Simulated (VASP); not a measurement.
# Zr (P6_3/mmc) in VASP: single point with LDA

Aim: the single point of Zr with LDA.

Everything below comes from runs of VASP 6.6.1. Logs are shortened: lines on timing, memory, paths and dates and some standing lists are left out, and cuts for length are marked.

## Step 1: The cell of the first run

The structure is hexagonal, space group P6_3/mmc (No. 194). Conventional cell: a = 3.162 Å, b = 3.162 Å, c = 5.036 Å, α = 90.00°, β = 90.00°, γ = 120.00°. Within 4.1 Å of Zr (site symmetry -6m2) lie 12 Zr at 3.11 to 3.16 Å.

## Step 2: Single point, LDA

The input, INCAR:

```
ALGO = Normal ; EDIFF = 1E-6
ENCUT = 520 ; GGA = CA
ISIF = 2 ; ISMEAR = 0
LASPH = T ; LCHARG = F
LREAL = F ; LWAVE = F
NBANDS = 19 ; NELM = 100
PREC = Accurate ; SIGMA = 0.05
```

The input, KPOINTS:

```
k-points
0
Gamma
  15 15 8
```

The input, POSCAR:

```
Zr
1.0
    3.1623000970      0.0000000000      0.0000000000
   -1.5811500485      2.7386322184      0.0000000000
    0.0000000000      0.0000000000      5.0360020418
Zr
2
Direct
    0.3333333333      0.6666666667      0.2500000000
    0.6666666667      0.3333333333      0.7500000000
```

Potentials or basis: VASP PAW LDA potentials, release 64 (Zr_sv).

On the command line:

```bash
$ cat potpaw_LDA.64/Zr_sv/POTCAR > POTCAR
$ mpirun -np 1 vasp_std > vasp.out
```

OUTCAR:

```text
EDIFF = 1E-6
   ENCUT = 520
   GGA = CA
   ISIF = 2
   ISMEAR = 0
   LASPH = T
   LREAL = F
   NELM = 100
   PREC = Accurate

 ion  position               nearest neighbor table
   1  0.333  0.667  0.250-   2 3.11   2 3.11   2 3.11   2 3.11   2 3.11   2 3.11
   2  0.667  0.333  0.750-   1 3.11   1 3.11   1 3.11   1 3.11   1 3.11   1 3.11

  LATTYP: Found a hexagonal cell.
 ALAT       =     3.1623000970
 C/A-ratio  =     1.5925123762

  Lattice vectors:

 A1 = (   3.1623000970,   0.0000000000,   0.0000000000)
 A2 = (  -1.5811500485,   2.7386322184,   0.0000000000)
 A3 = (   0.0000000000,   0.0000000000,   5.0360020418)

Analysis of symmetry for initial positions (statically):
=====================================================================
 Subroutine PRICEL returns:
 Original cell was already a primitive cell.

 Routine SETGRP: Setting up the symmetry group for a
 hexagonal supercell.

 Subroutine GETGRP returns: Found 24 space group operations
 (whereof 12 operations were pure point group operations)
 out of a pool of 24 trial point group operations.

The static configuration has the point symmetry D_3d.
 The point group associated with its full space group is D_6h.

Analysis of symmetry for dynamics (positions and initial velocities):
=====================================================================
 Subroutine PRICEL returns:
 Original cell was already a primitive cell.

 Routine SETGRP: Setting up the symmetry group for a
 hexagonal supercell.

 Subroutine GETGRP returns: Found 24 space group operations
 (whereof 12 operations were pure point group operations)
 out of a pool of 24 trial point group operations.

The dynamic configuration has the point symmetry D_3d.
 The point group associated with its full space group is D_6h.

 Subroutine INISYM returns: Found 24 space group operations
 (whereof 12 operations are pure point group operations),
 and found     1 'primitive' translations

----------------------------------------------------------------------------------------

                                     Primitive cell

  volume of cell :      43.6137

  direct lattice vectors                    reciprocal lattice vectors
     3.162300097  0.000000000  0.000000000     0.316225522  0.182572890  0.000000000
    -1.581150049  2.738632218  0.000000000     0.000000000  0.365145781  0.000000000
     0.000000000  0.000000000  5.036002042     0.000000000  0.000000000  0.198570213

  length of vectors
     3.162300097  3.162300097  5.036002042     0.365145781  0.365145781  0.198570213

  position of ions in fractional coordinates (direct lattice)
     0.333333333  0.666666667  0.250000000
     0.666666667  0.333333333  0.750000000

  ion indices of the primitive-cell ions
   primitive index   ion index
                 1           1
                 2           2

----------------------------------------------------------------------------------------

 KPOINTS: k-points

Automatic generation of k-mesh.
 Grid dimensions read from file:
 generate k-points for:   15   15    8

 Generating k-lattice:

  Cartesian coordinates                     Fractional coordinates (reciprocal lattice)
     0.021081701  0.012171526  0.000000000     0.066666667 -0.000000000  0.000000000
     0.000000000  0.024343052  0.000000000     0.000000000  0.066666667  0.000000000
     0.000000000  0.000000000  0.024821277     0.000000000  0.000000000  0.125000000

  Length of vectors
     0.024343052  0.024343052  0.024821277

  Shift w.r.t. Gamma in fractional coordinates (k-lattice)
     0.000000000  0.000000000  0.000000000

 Subroutine IBZKPT returns following result:
 ===========================================

 Found    135 irreducible k-points:

 Following reciprocal coordinates:
            Coordinates               Weight
  0.000000  0.000000  0.000000      1.000000
  0.066667 -0.000000  0.000000      6.000000
  0.133333  0.000000  0.000000      6.000000
  0.200000 -0.000000  0.000000      6.000000
  0.266667  0.000000  0.000000      6.000000
  0.333333  0.000000  0.000000      6.000000
[... 16 lines left out ...]
  0.333333  0.200000  0.000000     12.000000
  0.400000  0.200000  0.000000      6.000000
 [... further k-points ...]
   k-points           NKPTS =    135   k-points in BZ     NKDIM =    135   number of bands    NBANDS=     19
   number of dos      NEDOS =    301   number of ions     NIONS =      2
   total plane-waves  NPLWV =  23040
   dimension x,y,z NGX =    24 NGY =   24 NGZ =   40
   dimension x,y,z NGXF=    48 NGYF=   48 NGZF=   80
   ions per type =               2
   NGX,Y,Z   is equivalent  to a cutoff of  12.62, 12.62, 13.20 a.u.
   NGXF,Y,Z  is equivalent  to a cutoff of  25.23, 25.23, 26.41 a.u.
 SYSTEM =  unknown system
   PREC   = accura    normal or accurate (medium, high low for compatibility)
   ISTART =      0    job   : 0-new  1-cont  2-samecut
   ICHARG =      2    charge: 1-file 2-atom 10-const
   ISPIN  =      1    spin polarized calculation?
   LNONCOLLINEAR =      F non collinear calculations
   LSORBIT =      F    spin-orbit coupling
   LASPH  =      T    aspherical Exc in radial PAW
   ENCUT  =  520.0 eV  38.22 Ry    6.18 a.u.   5.88  5.88  9.36*2*pi/ulx,y,z
   NELM   =    100;   NELMIN=  2; NELMDL= -5     # of ELM steps
   EDIFF  = 0.1E-05   stopping-criterion for ELM
   LREAL  =      F    real-space projection
   EDIFFG = 0.1E-04   stopping-criterion for IOM
   NSW    =      0    number of steps for IOM
   IBRION =     -1    ionic relax: 0-MD 1-quasi-New 2-CG
   NFREE  =      0    steps in history (QN), initial steepest desc. (CG)
   ISIF   =      2    stress and relaxation
   ISYM   =      2    0-nonsym 1-usesym 2-fastsym
   POTIM  = 0.5000    time-step for ionic-motion
   TEBEG  =    0.0;   TEEND  =   0.0 temperature during run
   PSTRESS=    0.0 pullay stress
   NELECT =      24.0000    total number of electrons
   NUPDOWN=      -1.0000    fix difference up-down
   EMIN   =  10.00;   EMAX   =-10.00  energy-range for DOS
   EFERMI =   0.00;   METHOD = LEGACY
   ISMEAR =     0;   SIGMA  =   0.05  broadening in eV -4-tet -1-fermi 0-gaus
   EFERMI_NEDOS =   21; number of points for ismear=-14 and -15
   IALGO  =     38    algorithm
   IMIX   =      4    mixing-type and parameters
     AMIX     =   0.40;   BMIX     =  1.00
     AMIX_MAG =   1.60;   BMIX_MAG =  1.00
  volume/ion in A,a.u.               =      21.81       147.16
  Fermi-wavevector in a.u.,A,eV,Ry     =   1.341542  2.535147 24.486889  1.799736
  Thomas-Fermi vector in A             =   2.469767
   LORBIT       =      0    0 simple, 1 ext, 2 COOP (PROOUT), +10 PAW based schemes
   GGA     = CA    functional components
   LHFCALC =     F    Hartree Fock is set to
   AEXX    =    0.0000 exact exchange contribution
   IVDW    =     0    specifies the selected vdW correction
   LEPSILON=     F    determine dielectric tensor
   LRPA    =     F    only Hartree local field effects (RPA)
 non-spin polarized calculation
 Gauss-broadening in eV      SIGMA  =   0.05
  energy-cutoff  :      520.00
  volume of cell :       43.61
 maximum number of plane-waves:      1194
 NGX is ok and might be reduce to    24
   NGX = 11   NGY = 11   NGZ = 19

 number of electron      23.9999999 magnetization

 Free energy of the ion-electron system (eV)
  ---------------------------------------------------
  ext. energy  EPLUGINS =         0.00000000
  ---------------------------------------------------
  free energy    TOTEN  =       -18.58294181 eV

  energy without entropy =      -18.58039070  energy(sigma->0) =      -18.58166626

 E-fermi :   9.5727     XC(G=0): -11.5957

 val. band max:        9.5499568018   @ k =   0.2000   0.1333   0.3750
 cond. band min:       9.5735447873   @ k =   0.3333   0.2667   0.5000
 fundamental gap:      0.0235879855
 Fermi energy:         9.5726611303

 k-point     1 :       0.0000    0.0000    0.0000
  band No.  band energies     occupation
      1     -38.9064      2.00000
      2     -38.6988      2.00000
      3     -17.7089      2.00000
      4     -16.6278      2.00000
      5     -16.6277      2.00000
      6     -16.4526      2.00000
[... 11 lines left out ...]
     18      11.7510      0.00000
     19      14.2622      0.00000

 k-point     2 :       0.0667   -0.0000    0.0000
  band No.  band energies     occupation
      1     -38.8996      2.00000
      2     -38.6959      2.00000
      3     -17.6919      2.00000
      4     -16.6661      2.00000
      5     -16.6404      2.00000
      6     -16.4925      2.00000
[... 11 lines left out ...]
     18      11.6295      0.00000
     19      14.3563      0.00000

 k-point     3 :       0.1333    0.0000    0.0000
  band No.  band energies     occupation
      1     -38.8801      2.00000
      2     -38.6881      2.00000
      3     -17.6425      2.00000
      4     -16.7744      2.00000
      5     -16.6750      2.00000
      6     -16.6028      2.00000
[... 11 lines left out ...]
     18      11.5989      0.00000
     19      14.5734      0.00000

 k-point     4 :       0.2000   -0.0000    0.0000
  band No.  band energies     occupation
      1     -38.8505      2.00000
      2     -38.6773      2.00000
      3     -17.5649      2.00000
      4     -16.9335      2.00000
      5     -16.7596      2.00000
      6     -16.7240      2.00000
[... 11 lines left out ...]
     18      12.1558      0.00000
     19      14.8081      0.00000

 k-point     5 :       0.2667    0.0000    0.0000
  band No.  band energies     occupation
      1     -38.8149      2.00000
      2     -38.6662      2.00000
      3     -17.4661      2.00000
      4     -17.1150      2.00000
      5     -16.9320      2.00000
      6     -16.7779      2.00000
[... 11 lines left out ...]
     18      12.8807      0.00000
     19      15.0000      0.00000
[... 334 lines left out ...]
      2     -38.6565      2.00000
      3     -17.3280      2.00000
      4     -17.1941      2.00000
      5     -17.1656      2.00000
      6     -16.8401      2.00000
[... 11 lines left out ...]
     18      14.5296      0.00000
     19      14.8088      0.00000

 k-point    22 :       0.2667    0.2000    0.0000
  band No.  band energies     occupation
      1     -38.7378      2.00000
      2     -38.6542      2.00000
      3     -17.3075      2.00000
      4     -17.2238      2.00000
      5     -17.2046      2.00000
      6     -16.9269      2.00000
[... 11 lines left out ...]
     18      14.7828      0.00000
     19      15.4863      0.00000

 k-point    23 :       0.3333    0.2000    0.0000
  band No.  band energies     occupation
      1     -38.7127      2.00000
      2     -38.6567      2.00000
      3     -17.3844      2.00000
      4     -17.2082      2.00000
      5     -17.1288      2.00000
      6     -17.0102      2.00000
[... 11 lines left out ...]
     18      14.7631      0.00000
     19      16.2398      0.00000

 k-point    24 :       0.4000    0.2000    0.0000
  band No.  band energies     occupation
      1     -38.7018      2.00000
      2     -38.6596      2.00000
      3     -17.4111      2.00000
      4     -17.2004      2.00000
      5     -17.0826      2.00000
      6     -17.0494      2.00000
[... 11 lines left out ...]
     18      14.7554      0.00000
     19      16.4418      0.00000

 [... further k-points ...]
[... 5 lines left out ...]
  --------------------------------------------------------------------------------------
  -------------------------------------------------------------------------------------
  Total       -0.1012673     -0.1012673      0.3157668      0.0000000     -0.0000000      0.0000000
  in kB       -3.7201207     -3.7201207     11.5999016      0.0000000     -0.0000000      0.0000000
  external PRESSURE =       1.3865534 kB  Pullay stress =       0.0000000 kB

 VOLUME and BASIS-vectors are now :
 -----------------------------------------------------------------------------
  energy-cutoff  :      520.00
  volume of cell :       43.61
      direct lattice vectors                 reciprocal lattice vectors
     3.162300097  0.000000000  0.000000000     0.316225522  0.182572890  0.000000000
    -1.581150049  2.738632218  0.000000000     0.000000000  0.365145781  0.000000000
     0.000000000  0.000000000  5.036002042     0.000000000  0.000000000  0.198570213

 POSITION                                       TOTAL-FORCE (eV/Angst)
 -----------------------------------------------------------------------------------
     -0.00000      1.82575      1.25900        -0.000000      0.000000      0.000000
      1.58115      0.91288      3.77700         0.000000      0.000000      0.000000
 -----------------------------------------------------------------------------------
    total drift:                               -0.000000      0.000000     -0.000000

  FREE ENERGIE OF THE ION-ELECTRON SYSTEM (eV)
  ---------------------------------------------------
  free  energy   TOTEN  =       -18.5829418100 eV

  energy  without entropy=      -18.5803907041  energy(sigma->0) =      -18.58166626
```

It took 29 s on 1 thread of Intel Xeon 6975P-C (Granite Rapids), shared host; peak memory 0.2 GiB.

What came out:

* Free energy: -18.5829 eV
* Pressure: 0.1 GPa
* Band gap on the k mesh: zero (band 12 reaches 10.50 eV, above the bottom of band 13 at 9.23 eV)

Levels at points of the mesh, in eV from the Fermi level:
```
           k point  band 9  band 10  band 11  band 12  band 13  band 14  band 15  band 16
(0.00, 0.00, 0.00)   -5.77    -3.25     0.80     0.80     0.98     1.50     1.56     1.56
(0.00, 0.00, 0.50)   -3.98    -3.98     0.01     0.01     0.70     0.70     0.70     0.70
```
